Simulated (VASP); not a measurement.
# C in VASP: single point with LDA

Aim: the single point of C with LDA.

Program: VASP 6.6.1. These are calculated values, not measurements. Logs are shortened: lines on timing, memory, paths and dates and some standing lists are left out, and cuts for length are marked.

## 1. The cell of the first run

The cell holds a slab with vacuum, 2 atoms: a = 2.444 Å, b = 2.444 Å, c = 20.619 Å, α = 90.00°, β = 90.00°, γ = 120.00°.

## 2. Single point, LDA

The input, INCAR:

```
ALGO = Normal ; DIPOL = 0.5 0.5 0.623
EDIFF = 1E-6 ; ENCUT = 520
GGA_COMPAT = False ; IDIPOL = 3
ISIF = 2 ; ISMEAR = 0
LASPH = True ; LCHARG = False
LDIPOL = True ; LREAL = False
LWAVE = False ; NBANDS = 11
NELM = 120 ; NELMDL = -8
PREC = Accurate ; SIGMA = 0.04
```

The input, KPOINTS:

```
k-points
0
Gamma
  15 15 1
```

The input, POSCAR:

```
C
1.0
    2.4444568706      0.0000000000      0.0000000000
   -1.2222284353      2.1169617484      0.0000000000
    0.0000000000      0.0000000000     20.6192342933
C
2
Direct
    1.0000000000      0.0000000000      0.6220187992
    0.3333333333      0.6666666667      0.6232934756
```

Potentials or basis: VASP PAW LDA potentials, release 64 (C).

Started as:

```console
$ cat potpaw_LDA.64/C/POTCAR > POTCAR
$ mpirun -np 1 vasp_std > vasp.out
```

OUTCAR:

```text
EDIFF = 1E-6
   ENCUT = 520
   ISIF = 2
   ISMEAR = 0
   LASPH = True
   LREAL = False
   NELM = 120
   NELMDL = -8
   PREC = Accurate

 ion  position               nearest neighbor table
   1  0.000  0.000  0.622-   2 1.41   2 1.41   2 1.41
   2  0.333  0.667  0.623-   1 1.41   1 1.41   1 1.41

  LATTYP: Found a hexagonal cell.
 ALAT       =     2.4444568706
 C/A-ratio  =     8.4350984226

  Lattice vectors:

 A1 = (   2.4444568706,   0.0000000000,   0.0000000000)
 A2 = (  -1.2222284353,   2.1169617484,   0.0000000000)
 A3 = (   0.0000000000,   0.0000000000,  20.6192342933)

Analysis of symmetry for initial positions (statically):
=====================================================================
 Subroutine PRICEL returns:
 Original cell was already a primitive cell.

 Routine SETGRP: Setting up the symmetry group for a
 hexagonal supercell.

 Subroutine GETGRP returns: Found 12 space group operations
 (whereof  6 operations were pure point group operations)
 out of a pool of 24 trial point group operations.

The static configuration has the point symmetry C_3v.
 The point group associated with its full space group is D_3d.

Analysis of symmetry for dynamics (positions and initial velocities):
=====================================================================
 Subroutine PRICEL returns:
 Original cell was already a primitive cell.

 Routine SETGRP: Setting up the symmetry group for a
 hexagonal supercell.

 Subroutine GETGRP returns: Found 12 space group operations
 (whereof  6 operations were pure point group operations)
 out of a pool of 24 trial point group operations.

The dynamic configuration has the point symmetry C_3v.
 The point group associated with its full space group is D_3d.

 Subroutine INISYM returns: Found 12 space group operations
 (whereof  6 operations are pure point group operations),
 and found     1 'primitive' translations

----------------------------------------------------------------------------------------

                                     Primitive cell

  volume of cell :     106.7009

  direct lattice vectors                    reciprocal lattice vectors
     2.444456871  0.000000000  0.000000000     0.409088830  0.236187546  0.000000000
    -1.222228435  2.116961748  0.000000000     0.000000000  0.472375092  0.000000000
     0.000000000  0.000000000 20.619234293     0.000000000  0.000000000  0.048498406

  length of vectors
     2.444456871  2.444456871 20.619234293     0.472375092  0.472375092  0.048498406

  position of ions in fractional coordinates (direct lattice)
     0.000000000  0.000000000  0.622018799
     0.333333333  0.666666667  0.623293476

[... 94 lines left out ...]
   IMIX   =      4    mixing-type and parameters
     AMIX     =   0.40;   BMIX     =  1.00
     AMIX_MAG =   1.60;   BMIX_MAG =  1.00
  volume/ion in A,a.u.               =      53.35       360.03
  Fermi-wavevector in a.u.,A,eV,Ry     =   0.690317  1.304511  6.483696  0.476538
  Thomas-Fermi vector in A             =   1.771652
   LORBIT       =      0    0 simple, 1 ext, 2 COOP (PROOUT), +10 PAW based schemes
   GGA     = CA    functional components
   LHFCALC =     F    Hartree Fock is set to
   AEXX    =    0.0000 exact exchange contribution
   IVDW    =     0    specifies the selected vdW correction
   LEPSILON=     F    determine dielectric tensor
   LRPA    =     F    only Hartree local field effects (RPA)
 non-spin polarized calculation
 Gauss-broadening in eV      SIGMA  =   0.04
  energy-cutoff  :      520.00
  volume of cell :      106.70
 maximum number of plane-waves:      2918
   NGX =  9   NGY =  9   NGZ = 77

 dipolmoment           0.000000      0.000000      0.000006 electrons x Angstroem

 number of electron       7.9999998 magnetization

 dipolmoment           0.000000      0.000000     -0.000001 electrons x Angstroem

 Free energy of the ion-electron system (eV)
  ---------------------------------------------------
  ext. energy  EPLUGINS =         0.00000000
  ---------------------------------------------------
  free energy    TOTEN  =       -20.16672420 eV

  energy without entropy =      -20.16632300  energy(sigma->0) =      -20.16652360

 E-fermi :  -2.9731     XC(G=0):  -2.1661

 val. band max:       -2.9730993918   @ k =   0.3333   0.3333   0.0000
 cond. band min:      -2.9730908528   @ k =   0.3333   0.3333   0.0000
 fundamental gap:      0.0000085391
 Fermi energy:        -2.9730951223

 k-point     1 :       0.0000    0.0000    0.0000
  band No.  band energies     occupation
      1     -22.4788      2.00000
      2     -10.7881      2.00000
      3      -5.9934      2.00000
      4      -5.9934      2.00000
      5       0.3517      0.00000
      6       1.3163      0.00000
      7       1.6167      0.00000
      8       2.4853      0.00000
      9       2.8509      0.00000
     10       4.4258      0.00000
     11       5.0108      0.00000
[... 309 lines left out ...]
 k-point    24 :       0.4000    0.2000    0.0000
  band No.  band energies     occupation
      1     -16.4904      2.00000
      2     -15.6836      2.00000
      3     -11.8846      2.00000
      4      -4.5016      2.00000
      5      -1.6784      0.00000
      6       8.1354      0.00000
      7       8.2454      0.00000
      8       9.0859      0.00000
      9       9.2428      0.00000
     10      10.5399      0.00000
     11      10.9766      0.00000

 [... further k-points ...]

------------------------ aborting loop because EDIFF is reached ----------------------------------------

 vacuum level on the upper side and lower side of the slab       (xc-potential included)        -0.165        -0.165

  FORCE on cell =-STRESS in cart. coord.  units (eV):
  Direction    XX          YY          ZZ          XY          YZ          ZX
  --------------------------------------------------------------------------------------
  -------------------------------------------------------------------------------------
  Total        0.1523206      0.1523206     -0.0263298      0.0000000      0.0000000     -0.0000000
  in kB        2.2871848      2.2871848     -0.3953572      0.0000000      0.0000000     -0.0000000
  external PRESSURE =       1.3930041 kB  Pullay stress =       0.0000000 kB

 VOLUME and BASIS-vectors are now :
 -----------------------------------------------------------------------------
  energy-cutoff  :      520.00
  volume of cell :      106.70
      direct lattice vectors                 reciprocal lattice vectors
     2.444456871  0.000000000  0.000000000     0.409088830  0.236187546  0.000000000
    -1.222228435  2.116961748  0.000000000     0.000000000  0.472375092  0.000000000
     0.000000000  0.000000000 20.619234293     0.000000000  0.000000000  0.048498406

 POSITION                                       TOTAL-FORCE (eV/Angst)
 -----------------------------------------------------------------------------------
      0.00000      0.00000     12.82555        -0.000000      0.000000      0.464953
     -0.00000      1.41131     12.85183         0.000000      0.000000     -0.464953
 -----------------------------------------------------------------------------------
    total drift:                                0.000000     -0.000000     -0.000005

  FREE ENERGIE OF THE ION-ELECTRON SYSTEM (eV)
  ---------------------------------------------------
  free  energy   TOTEN  =       -20.1667242036 eV

  energy  without entropy=      -20.1663230021  energy(sigma->0) =      -20.16652360

 vacuum level on the upper side and lower side of the slab         1.386         1.385
```

It took 69 s on 1 thread of AMD EPYC 7R13, shared host; peak memory 0.14 GiB.

Results:

| Item | Value |
| --- | --- |
| Free energy | -20.1667 eV |
| Largest force | 0.465 eV/Å |
| Band gap on the k mesh | zero (filled and empty bands touch) |

Forces in eV/Å, atoms in the order of the input:
```
C    0.000  0.000  0.465
C    0.000  0.000 -0.465
```
